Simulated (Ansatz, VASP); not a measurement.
**One calculation of Mo, two programs**

```
CELL_PARAMETERS angstrom
0.00000 2.76083 2.76083
2.76083 0.00000 2.76083
2.76083 2.76083 0.00000
ATOMIC_POSITIONS crystal
Mo 0.12500 0.12500 0.12500
Mo 0.87500 0.87500 0.87500
```

Alike in both runs: task relaxation of cell and atoms; functional PBEsol; k mesh 10 × 10 × 10; occupations fermi-dirac, width 0.1 eV; no spin polarisation.

```csv
,VASP,Ansatz
version,VASP 6.6.1,Ansatz 0.2.0
potentials or method,"VASP PAW PBE potentials, release 64 (Mo_sv), cutoff 600 eV","plane waves (420 eV) with PAW, scalar-relativistic"
valence electrons in the cell,28,28
```

VASP gave:

```
relaxed volume (Å³/atom)                                     : 22.18
relaxed cell length with the largest relative difference (Å) : 3.974
```

**Question.** Which values does Ansatz return?

**Answer.** Relaxed volume (Å³/atom): 22.10; relaxed cell length with the largest relative difference (Å): 3.969.

VASP's potentials were made for PBE, not for PBEsol, and Ansatz warns of the same on its side.
